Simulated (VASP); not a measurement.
Here is a VASP 6.6.1 calculation.

INCAR

```
SYSTEM = Si5P
PREC     = Accurate       ! precision mode
ENCUT    = 520            ! plane-wave cutoff, eV
EDIFF    = 1E-6           ! SCF threshold, eV
ISMEAR   = 0              ! smearing method
SIGMA    = 0.1            ! smearing width, eV
LREAL    = .False.        ! projectors in reciprocal space
LASPH    = .True.         ! aspherical terms in the spheres
NELM     = 80             ! most SCF steps
ALGO     = Normal         ! electronic algorithm
ISIF     = 2              ! what is computed and relaxed
LWAVE    = .False.        ! write WAVECAR
LCHARG   = .True.         ! write CHGCAR
GGA      = PE             ! functional
LELF     = .True.         ! ELF
LVHAR    = .True.       
NBANDS   = 22             ! bands
```

File KPOINTS:

```
Automatic mesh
0
Gamma
  4 4 4
  0 0 0
```

File POSCAR:

```
Si5P
1.0
    4.7903350541      0.0000000000      0.0000000000
    0.0000000000      4.5914429682      0.0000000000
   -2.2219151562      0.0000000000      5.0480730713
Si P
5 1
Direct
    0.3945536291      0.5000000000      0.9983723989
    0.0076058769      0.5000000000      0.5718456819
    0.6000256614      0.0000000000      0.9954613308
    0.9964847540      0.0000000000      0.4288511119
    0.4453113176      0.5000000000      0.4408638565
    0.5560187609      0.0000000000      0.5646056198
```

Potentials or basis: VASP PAW PBE potentials, release 64 (Si, P).

Run with:

```sh
$ cat potpaw_PBE.64/Si/POTCAR potpaw_PBE.64/P/POTCAR > POTCAR
$ mpirun -np 1 vasp_std > vasp.out
```

Question: Predict the band gap on the k mesh.

Answer: Zero (an odd number of electrons rules out a gap without spin polarisation).

Question: Estimate the pressure.

Answer: -0.1 GPa.

Stress tensor (GPa, compression positive):
```
-0.24  0.00 -0.06
 0.00 -0.23  0.00
-0.06  0.00  0.07
```
